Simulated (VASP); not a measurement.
# Si3N4 (Fd-3m) in VASP: notebook

The runs below take Si3N4 through single point, with r2SCAN.

Program: VASP 6.6.1. These are calculated values, not measurements. Logs are shortened: lines on timing, memory, paths and dates and some standing lists are left out, and cuts for length are marked.

## Step 1: The cell of the first run

Symmetry: Fd-3m, No. 227, cubic system. Conventional cell: a = 7.730 Å, b = 7.730 Å, c = 7.730 Å, α = 90.00°, β = 90.00°, γ = 90.00°. Within 2.5 Å of Si (site symmetry -3m) lie 6 N at 1.88 Å. Within 2.4 Å of Si (site symmetry -43m) lie 4 N at 1.77 Å. N (site symmetry 3m) has 4 Si at 1.77 to 1.88 Å within 2.4 Å.

## Step 2: Single point, r2SCAN

File POSCAR:

```
Si3N4
1.0
    0.0000000000      3.8651344803      3.8651344803
    3.8651344803      0.0000000000      3.8651344803
    3.8651344803      3.8651344803      0.0000000000
Si N
6 8
Direct
    0.1250000000      0.1250000000      0.6250000000
    0.1250000000      0.6250000000      0.1250000000
    0.6250000000      0.1250000000      0.1250000000
    0.1250000000      0.1250000000      0.1250000000
    0.7500000000      0.7500000000      0.7500000000
    0.5000000000      0.5000000000      0.5000000000
    0.3675711312      0.3675711312      0.3675711312
    0.3527133936      0.8824288688      0.8824288688
    0.8824288688      0.8824288688      0.3527133936
    0.8824288688      0.3527133936      0.8824288688
    0.3675711312      0.3675711312      0.8972866064
    0.3675711312      0.8972866064      0.3675711312
    0.8824288688      0.8824288688      0.8824288688
    0.8972866064      0.3675711312      0.3675711312
```

File INCAR.step1:

```
SYSTEM = Si3N4
ALGO = Normal
EDIFF = 1E-4
ENCUT = 520
GGA = PE
ISMEAR = 0
LASPH = .TRUE.
LCHARG = .FALSE.
LREAL = .FALSE.
LWAVE = .TRUE.
NBANDS = 45
NELM = 100
PREC = Accurate
SIGMA = 0.02
```

File INCAR.step2:

```
SYSTEM = Si3N4
ALGO = Normal
EDIFF = 1E-7
ENCUT = 520
ISIF = 2
ISMEAR = 0
ISTART = 1
LASPH = .TRUE.
LCHARG = .FALSE.
LMIXTAU = .TRUE.
LREAL = .FALSE.
LWAVE = .FALSE.
METAGGA = R2SCAN
NBANDS = 45
NELM = 100
PREC = Accurate
SIGMA = 0.02
```

File KPOINTS:

```
k-points
0
G
  6 6 6
  0 0 0
```

Potentials or basis: VASP PAW PBE potentials, release 64 (Si, N).

Run with:

```
cat potpaw_PBE.64/Si/POTCAR potpaw_PBE.64/N/POTCAR > POTCAR
cp INCAR.step1 INCAR
mpirun -np 1 vasp_std > vasp.out
cp INCAR.step2 INCAR
mpirun -np 1 vasp_std > vasp.out
```

OUTCAR:

```text
SYSTEM = Si3N4
   EDIFF = 1E-7
   ENCUT = 520
   ISIF = 2
   ISMEAR = 0
   ISTART = 1
   LASPH = .TRUE.
   LREAL = .FALSE.
   METAGGA = R2SCAN
   NELM = 100
   PREC = Accurate

 ion  position               nearest neighbor table
   1  0.125  0.125  0.625-   8 1.88  10 1.88  12 1.88  14 1.88  13 1.88   7 1.88   4 2.73   2 2.73
                             3 2.73   4 2.73   2 2.73   3 2.73
   2  0.125  0.625  0.125-   8 1.88   9 1.88  11 1.88  14 1.88  13 1.88   7 1.88   4 2.73   1 2.73
                             1 2.73   3 2.73   4 2.73   3 2.73
   3  0.625  0.125  0.125-   9 1.88  10 1.88  11 1.88  12 1.88   7 1.88  13 1.88   4 2.73   1 2.73
                             2 2.73   1 2.73   2 2.73   4 2.73
   4  0.125  0.125  0.125-   8 1.88   9 1.88  10 1.88  11 1.88  12 1.88  14 1.88   1 2.73   2 2.73
                             3 2.73   1 2.73   2 2.73   3 2.73
   5  0.750  0.750  0.750-  13 1.77   9 1.77  10 1.77   8 1.77
   6  0.500  0.500  0.500-   7 1.77  11 1.77  12 1.77  14 1.77
   7  0.368  0.368  0.368-   6 1.77   2 1.88   3 1.88   1 1.88
   8  0.353  0.882  0.882-   5 1.77   2 1.88   1 1.88   4 1.88
   9  0.882  0.882  0.353-   5 1.77   3 1.88   2 1.88   4 1.88
  10  0.882  0.353  0.882-   5 1.77   3 1.88   1 1.88   4 1.88
  11  0.368  0.368  0.897-   6 1.77   3 1.88   2 1.88   4 1.88
  12  0.368  0.897  0.368-   6 1.77   3 1.88   1 1.88   4 1.88
  13  0.882  0.882  0.882-   5 1.77   2 1.88   3 1.88   1 1.88
  14  0.897  0.368  0.368-   6 1.77   2 1.88   1 1.88   4 1.88

  LATTYP: Found a face centered cubic cell.
 ALAT       =     7.7302689606

  Lattice vectors:

 A1 = (   0.0000000000,   3.8651344803,   3.8651344803)
 A2 = (   3.8651344803,   0.0000000000,   3.8651344803)
 A3 = (   3.8651344803,   3.8651344803,   0.0000000000)

Analysis of symmetry for initial positions (statically):
=====================================================================
 Subroutine PRICEL returns:
 Original cell was already a primitive cell.

 Routine SETGRP: Setting up the symmetry group for a
 face centered cubic supercell.

 Subroutine GETGRP returns: Found 48 space group operations
 (whereof 24 operations were pure point group operations)
 out of a pool of 48 trial point group operations.

The static configuration has the point symmetry T_d .
 The point group associated with its full space group is O_h .

Analysis of symmetry for dynamics (positions and initial velocities):
=====================================================================
 Subroutine PRICEL returns:
 Original cell was already a primitive cell.

 Routine SETGRP: Setting up the symmetry group for a
[... 140 lines left out ...]
   IMIX   =      4    mixing-type and parameters
     AMIX     =   0.40;   BMIX     =  1.00
     AMIX_MAG =   1.60;   BMIX_MAG =  1.00
  volume/ion in A,a.u.               =       8.25        55.67
  Fermi-wavevector in a.u.,A,eV,Ry     =   1.344705  2.541123 24.602468  1.808230
  Thomas-Fermi vector in A             =   2.472677
   LORBIT       =      0    0 simple, 1 ext, 2 COOP (PROOUT), +10 PAW based schemes
   METAGGA = R2SCAN    functional components
   LHFCALC =     F    Hartree Fock is set to
   AEXX    =    0.0000 exact exchange contribution
   IVDW    =     0    specifies the selected vdW correction
   LEPSILON=     F    determine dielectric tensor
   LRPA    =     F    only Hartree local field effects (RPA)
 non-spin polarized calculation
 Gauss-broadening in eV      SIGMA  =   0.02
  energy-cutoff  :      520.00
  volume of cell :      115.48
 maximum number of plane-waves:      3138
 NGX is ok and might be reduce to    42
   NGX = 21   NGY = 21   NGZ = 21

 number of electron      64.0000005 magnetization

 Free energy of the ion-electron system (eV)
  ---------------------------------------------------
  ext. energy  EPLUGINS =         0.00000000
  ---------------------------------------------------
  free energy    TOTEN  =      -141.82796912 eV

  energy without entropy =     -141.82796912  energy(sigma->0) =     -141.82796912

 E-fermi :   9.2918     XC(G=0): -12.9478

 val. band max:        9.1772631139   @ k =  -0.1667   0.1667   0.0000
 cond. band min:      13.2050166864   @ k =   0.0000   0.0000   0.0000
 fundamental gap:      4.0277535725
 Fermi energy:         9.2918357914

 k-point     1 :       0.0000    0.0000    0.0000
  band No.  band energies     occupation
      1     -10.6999      2.00000
      2      -7.3254      2.00000
      3      -6.3964      2.00000
      4      -6.3964      2.00000
      5      -6.3964      2.00000
      6      -5.3803      2.00000
[... 741 lines left out ...]
     43      19.9740      0.00000
     44      19.9740      0.00000
 [bands above 44 left out]

------------------------ aborting loop because EDIFF is reached ----------------------------------------

  FORCE on cell =-STRESS in cart. coord.  units (eV):
  Direction    XX          YY          ZZ          XY          YZ          ZX
  --------------------------------------------------------------------------------------
  -------------------------------------------------------------------------------------
  Total        0.0952784      0.0952784      0.0952784      0.0000000      0.0000000     -0.0000000
  in kB        1.3218467      1.3218467      1.3218467      0.0000000      0.0000000     -0.0000000
  external PRESSURE =       1.3218467 kB  Pullay stress =       0.0000000 kB

 VOLUME and BASIS-vectors are now :
 -----------------------------------------------------------------------------
  energy-cutoff  :      520.00
  volume of cell :      115.48
      direct lattice vectors                 reciprocal lattice vectors
     0.000000000  3.865134480  3.865134480    -0.129361605  0.129361605  0.129361605
     3.865134480  0.000000000  3.865134480     0.129361605 -0.129361605  0.129361605
     3.865134480  3.865134480  0.000000000     0.129361605  0.129361605 -0.129361605

 POSITION                                       TOTAL-FORCE (eV/Angst)
 -----------------------------------------------------------------------------------
      2.89885      2.89885      0.96628        -0.000000     -0.000000     -0.000000
      2.89885      0.96628      2.89885        -0.000000     -0.000000     -0.000000
      0.96628      2.89885      2.89885        -0.000000     -0.000000     -0.000000
      0.96628      0.96628      0.96628        -0.000000     -0.000000     -0.000000
      5.79770      5.79770      5.79770        -0.000000     -0.000000     -0.000000
      3.86513      3.86513      3.86513        -0.000000     -0.000000     -0.000000
      2.84142      2.84142      2.84142         0.012508      0.012508      0.012508
      6.82141      4.77399      4.77399        -0.012508      0.012508      0.012508
      4.77399      4.77399      6.82141         0.012508      0.012508     -0.012508
      4.77399      6.82141      4.77399         0.012508     -0.012508      0.012508
      4.88885      4.88885      2.84142        -0.012508     -0.012508      0.012508
      4.88885      2.84142      4.88885        -0.012508      0.012508     -0.012508
      6.82141      6.82141      6.82141        -0.012508     -0.012508     -0.012508
      2.84142      4.88885      4.88885         0.012508     -0.012508     -0.012508
 -----------------------------------------------------------------------------------
    total drift:                               -0.000000     -0.000000     -0.000000

  FREE ENERGIE OF THE ION-ELECTRON SYSTEM (eV)
  ---------------------------------------------------
  free  energy   TOTEN  =      -141.8279691171 eV

  energy  without entropy=     -141.8279691171  energy(sigma->0) =     -141.82796912
```

Wall time 9 min (1 thread of Intel Xeon Platinum 8488C (Sapphire Rapids), shared host); peak memory 0.3 GiB.

What came out:

```yaml
Free_energy: -141.8280 eV
Pressure: 0.1 GPa
Largest_force: 0.022 eV/Å
Band_gap_on_the_k_mesh: 4.03 eV, indirect (least direct gap 4.05 eV)
```

Forces in eV/Å, atoms in the order of the input:
```
Si   0.000  0.000  0.000
Si   0.000  0.000  0.000
Si   0.000  0.000  0.000
Si   0.000  0.000  0.000
Si   0.000  0.000  0.000
Si   0.000  0.000  0.000
N    0.013  0.013  0.013
N   -0.013  0.013  0.013
N    0.013  0.013 -0.013
N    0.013 -0.013  0.013
N   -0.013 -0.013  0.013
N   -0.013  0.013 -0.013
N   -0.013 -0.013 -0.013
N    0.013 -0.013 -0.013
```

Caveat: the PAW data sets were made with another functional, which shifts forces and pressure a little. r2SCAN opens gaps a little over a GGA but as a rule still falls short of measured ones.

## Step 3: Single point, r2SCAN (volume scaled by 1.03, then relaxed in part)

File POSCAR:

```
Si3N4
1.0
    0.0000000000      3.9034056275      3.9034056275
    3.9034056275      0.0000000000      3.9034056275
    3.9034056275      3.9034056275      0.0000000000
Si N
6 8
Direct
    0.1250000000      0.1250000000      0.6250000000
    0.1250000000      0.6250000000      0.1250000000
    0.6250000000      0.1250000000      0.1250000000
    0.1250000000      0.1250000000      0.1250000000
    0.7500000000      0.7500000000      0.7500000000
    0.5000000000      0.5000000000      0.5000000000
    0.3673972867      0.3673972867      0.3673972867
    0.3521918601      0.8826027133      0.8826027133
    0.8826027133      0.8826027133      0.3521918601
    0.8826027133      0.3521918601      0.8826027133
    0.3673972867      0.3673972867      0.8978081399
    0.3673972867      0.8978081399      0.3673972867
    0.8826027133      0.8826027133      0.8826027133
    0.8978081399      0.3673972867      0.3673972867
```

File INCAR.step1:

```
SYSTEM = Si3N4
  PREC = Accurate
  ENCUT = 520
  ISMEAR = 0
  SIGMA = 0.02
  LREAL = .FALSE.
  LASPH = .TRUE.
  NELM = 80
  NBANDS = 45
  GGA = PE
  ALGO = Normal
  EDIFF = 1E-4
  LWAVE = .TRUE.
  LCHARG = .FALSE.
```

File INCAR.step2:

```
SYSTEM = Si3N4
  PREC = Accurate
  ENCUT = 520
  EDIFF = 1E-7
  ISMEAR = 0
  SIGMA = 0.02
  LREAL = .FALSE.
  LASPH = .TRUE.
  NELM = 80
  ALGO = Normal
  ISIF = 2
  LWAVE = .FALSE.
  LCHARG = .FALSE.
  METAGGA = R2SCAN
  LMIXTAU = .TRUE.
  NBANDS = 45
  ISTART = 1
```

File KPOINTS:

```
Automatic mesh
0
G
  6 6 6
  0 0 0
```

Potentials or basis: VASP PAW PBE potentials, release 64 (Si, N).

Run with:

```
cat potpaw_PBE.64/Si/POTCAR potpaw_PBE.64/N/POTCAR > POTCAR
cp INCAR.step1 INCAR
mpirun -np 1 vasp_std > vasp.out
cp INCAR.step2 INCAR
mpirun -np 1 vasp_std > vasp.out
```

OUTCAR:

```text
SYSTEM = Si3N4
   PREC = Accurate
   ENCUT = 520
   EDIFF = 1E-7
   ISMEAR = 0
   LREAL = .FALSE.
   LASPH = .TRUE.
   NELM = 80
   ISIF = 2
   METAGGA = R2SCAN
   ISTART = 1

 ion  position               nearest neighbor table
   1  0.125  0.125  0.625-   7 1.89  13 1.89  10 1.89  12 1.89   8 1.89  14 1.89   4 2.76   2 2.76
                             3 2.76   4 2.76   2 2.76   3 2.76
   2  0.125  0.625  0.125-   7 1.89  13 1.89   9 1.89  11 1.89   8 1.89  14 1.89   4 2.76   1 2.76
                             1 2.76   3 2.76   4 2.76   3 2.76
   3  0.625  0.125  0.125-   7 1.89  13 1.89  10 1.89  11 1.89  12 1.89   9 1.89   4 2.76   1 2.76
                             2 2.76   1 2.76   2 2.76   4 2.76
   4  0.125  0.125  0.125-   8 1.89   9 1.89  10 1.89  11 1.89  12 1.89  14 1.89   1 2.76   2 2.76
                             3 2.76   1 2.76   2 2.76   3 2.76
   5  0.750  0.750  0.750-   8 1.79   9 1.79  10 1.79  13 1.79
   6  0.500  0.500  0.500-  11 1.79  12 1.79  14 1.79   7 1.79
   7  0.367  0.367  0.367-   6 1.79   1 1.89   3 1.89   2 1.89
   8  0.352  0.883  0.883-   5 1.79   4 1.89   1 1.89   2 1.89
   9  0.883  0.883  0.352-   5 1.79   4 1.89   2 1.89   3 1.89
[... 969 lines left out ...]
  FORCE on cell =-STRESS in cart. coord.  units (eV):
  Direction    XX          YY          ZZ          XY          YZ          ZX
  --------------------------------------------------------------------------------------
  -------------------------------------------------------------------------------------
  Total       -6.5478451     -6.5478451     -6.5478451      0.0000000      0.0000000     -0.0000000
  in kB      -88.1958062    -88.1958062    -88.1958062      0.0000000      0.0000000     -0.0000000
  external PRESSURE =     -88.1958062 kB  Pullay stress =       0.0000000 kB

 VOLUME and BASIS-vectors are now :
 -----------------------------------------------------------------------------
  energy-cutoff  :      520.00
  volume of cell :      118.95
      direct lattice vectors                 reciprocal lattice vectors
     0.000000000  3.903405628  3.903405628    -0.128093272  0.128093272  0.128093272
     3.903405628  0.000000000  3.903405628     0.128093272 -0.128093272  0.128093272
     3.903405628  3.903405628  0.000000000     0.128093272  0.128093272 -0.128093272

 POSITION                                       TOTAL-FORCE (eV/Angst)
 -----------------------------------------------------------------------------------
      2.92755      2.92755      0.97585        -0.000000     -0.000000     -0.000000
      2.92755      0.97585      2.92755        -0.000000     -0.000000     -0.000000
      0.97585      2.92755      2.92755        -0.000000     -0.000000     -0.000000
      0.97585      0.97585      0.97585        -0.000000     -0.000000     -0.000000
      5.85511      5.85511      5.85511        -0.000000     -0.000000     -0.000000
      3.90341      3.90341      3.90341        -0.000000     -0.000000     -0.000000
      2.86820      2.86820      2.86820         0.011560      0.011560      0.011560
      6.89031      4.81990      4.81990        -0.011560      0.011560      0.011560
      4.81990      4.81990      6.89031         0.011560      0.011560     -0.011560
      4.81990      6.89031      4.81990         0.011560     -0.011560      0.011560
      4.93861      4.93861      2.86820        -0.011560     -0.011560      0.011560
      4.93861      2.86820      4.93861        -0.011560      0.011560     -0.011560
      6.89031      6.89031      6.89031        -0.011560     -0.011560     -0.011560
      2.86820      4.93861      4.93861         0.011560     -0.011560     -0.011560
 -----------------------------------------------------------------------------------
    total drift:                                0.000000      0.000000     -0.000000

  FREE ENERGIE OF THE ION-ELECTRON SYSTEM (eV)
  ---------------------------------------------------
  free  energy   TOTEN  =      -141.7377977070 eV

  energy  without entropy=     -141.7377977070  energy(sigma->0) =     -141.73779771
```

OSZICAR.step1:

```text
N       E                     dE             d eps       ncg     rms          rms(c)
DAV:   1     0.246848379897E+03    0.24685E+03   -0.32277E+04  1440   0.135E+03
DAV:   2    -0.107727642988E+03   -0.35458E+03   -0.33718E+03  1804   0.280E+02
DAV:   3    -0.125164910913E+03   -0.17437E+02   -0.17309E+02  1856   0.633E+01
DAV:   4    -0.125363509766E+03   -0.19860E+00   -0.19807E+00  1768   0.731E+00
DAV:   5    -0.125367177044E+03   -0.36673E-02   -0.36638E-02  1763   0.916E-01    0.259E+01
DAV:   6    -0.112538005871E+03    0.12829E+02   -0.43124E+01  1721   0.269E+01    0.118E+01
DAV:   7    -0.112496164898E+03    0.41841E-01   -0.24144E+00  1840   0.683E+00    0.563E+00
DAV:   8    -0.112476905795E+03    0.19259E-01   -0.10275E-01  1726   0.157E+00    0.190E+00
DAV:   9    -0.112477876117E+03   -0.97032E-03   -0.20304E-02  1800   0.779E-01    0.299E-01
DAV:  10    -0.112478603885E+03   -0.72777E-03   -0.12651E-03  1721   0.175E-01    0.110E-01
DAV:  11    -0.112478705774E+03   -0.10189E-03   -0.43044E-04  1622   0.998E-02    0.339E-02
DAV:  12    -0.112478706001E+03   -0.22709E-06   -0.13139E-05   935   0.213E-02
   1 F= -.11247871E+03 E0= -.11247871E+03  d E =-.113161E-17
```

Run time: 6.4 min. Hardware: 1 thread of Intel Xeon Platinum 8488C (Sapphire Rapids), shared host; peak memory 0.3 GiB.

What came out:

```yaml
Free_energy: -141.7378 eV
Pressure: -8.8 GPa
Largest_force: 0.020 eV/Å
Band_gap_on_the_k_mesh: 3.90 eV, indirect (least direct gap 3.93 eV)
```

Forces on the atoms (eV/Å):
```
Si   0.000  0.000  0.000
Si   0.000  0.000  0.000
Si   0.000  0.000  0.000
Si   0.000  0.000  0.000
Si   0.000  0.000  0.000
Si   0.000  0.000  0.000
N    0.012  0.012  0.012
N   -0.012  0.012  0.012
N    0.012  0.012 -0.012
N    0.012 -0.012  0.012
N   -0.012 -0.012  0.012
N   -0.012  0.012 -0.012
N   -0.012 -0.012 -0.012
N    0.012 -0.012 -0.012
```

Levels at points of the mesh, in eV from the valence-band top:
| k point | band 30 | band 31 | band 32 | band 33 | band 34 | band 35 |
| --- | --- | --- | --- | --- | --- | --- |
| (0.00, 0.00, 0.00) | -0.03 | -0.03 | -0.03 | 3.90 | 3.90 | 3.90 |
| (0.50, 0.00, 0.00) | -0.48 | -0.35 | -0.35 | 5.52 | 6.37 | 6.37 |
| (0.50, 0.50, 0.00) | -1.13 | -0.45 | -0.45 | 7.26 | 7.26 | 7.58 |

Caveat: the PAW data sets were made with another functional, which shifts forces and pressure a little. A k mesh can miss the band edges.
